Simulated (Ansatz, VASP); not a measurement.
# Cs3B2H9: VASP beside Ansatz

File INCAR:

```
ALGO = Normal ; EDIFF = 1E-7
ENCUT = 520 ; GGA = PE
ISIF = 2 ; ISMEAR = 0
LASPH = True ; LCHARG = False
LREAL = False ; LWAVE = False
NBANDS = 34 ; NELM = 100
PREC = Accurate ; SIGMA = 0.1
```

KPOINTS

```
k-points
0
Gamma
  3 3 3
```

POSCAR

```
Cs3B2H9
1.0
    3.5862750000      2.0705368400      9.0374130000
   -3.5862750000      2.0705368400      9.0374130000
    0.0000000000     -4.1410736700      9.0374130000
Cs B H
3 2 9
Direct
    0.0000000000      0.0000000000      0.0000000000
    0.7777777800      0.7777777800      0.7777777800
    0.2222222200      0.2222222200      0.2222222200
    0.3888888900      0.3888888900      0.3888888900
    0.6111111100      0.6111111100      0.6111111100
    0.5000000000      0.0000000000      0.5000000000
    0.5000000000      0.5000000000      0.0000000000
    0.0000000000      0.5000000000      0.5000000000
    0.2777777800      0.7777777800      0.2777777800
    0.2777777800      0.2777777800      0.7777777800
    0.7777777800      0.2777777800      0.2777777800
    0.7222222200      0.2222222200      0.7222222200
    0.7222222200      0.7222222200      0.2222222200
    0.2222222200      0.7222222200      0.7222222200
```

Input for Ansatz:

```yaml
crystal:
  lattice:
    - [3.586275, 2.07053684, 9.037413]
    - [-3.586275, 2.07053684, 9.037413]
    - [0.0, -4.14107367, 9.037413]
  atoms:
    - { symbol: Cs, position: [0.0, 0.0, 0.0] }
    - { symbol: Cs, position: [0.77777778, 0.77777778, 0.77777778] }
    - { symbol: Cs, position: [0.22222222, 0.22222222, 0.22222222] }
    - { symbol: B, position: [0.38888889, 0.38888889, 0.38888889] }
    - { symbol: B, position: [0.61111111, 0.61111111, 0.61111111] }
    - { symbol: H, position: [0.5, 0.0, 0.5] }
    - { symbol: H, position: [0.5, 0.5, 0.0] }
    - { symbol: H, position: [0.0, 0.5, 0.5] }
    - { symbol: H, position: [0.27777778, 0.77777778, 0.27777778] }
    - { symbol: H, position: [0.27777778, 0.27777778, 0.77777778] }
    - { symbol: H, position: [0.77777778, 0.27777778, 0.27777778] }
    - { symbol: H, position: [0.72222222, 0.22222222, 0.72222222] }
    - { symbol: H, position: [0.72222222, 0.72222222, 0.22222222] }
    - { symbol: H, position: [0.22222222, 0.72222222, 0.72222222] }
basis:
  ecutwfc: 420
kpoints:
  mp_grid: { grid: [3, 3, 3] }
hamiltonian:
  xc: pbe
scf:
  occupations: { method: gaussian, width: 0.1 }
  lower_state_search: "off"
output:
  forces: true
  stress: true
  eigenvalues: true
```

Alike in both runs: task single point; functional PBE; k mesh 3 × 3 × 3; occupations gaussian, width 0.1 eV; no spin polarisation.

|  | VASP | Ansatz |
| --- | --- | --- |
| version | VASP 6.6.1 | Ansatz 0.2.0 |
| potentials or method | VASP PAW PBE potentials, release 64 (Cs_sv, B, H), cutoff 520 eV | scalar-relativistic, plane waves, PAW |
| valence electrons in the cell | 42 | 42 |

```csv
,VASP,Ansatz,Ansatz less VASP
gap on the k mesh at the Fermi level (eV),none,none,-
pressure (GPa),-5.2,-5.2,+0.03
rms of the force components (eV/Å),0.348,0.349,+0.0004
```

Atom by atom the forces differ by 0.000 eV/Å (rms over components). A gap of «none» marks a metal or a gap that the smearing closes.

Spin-orbit coupling is off throughout.
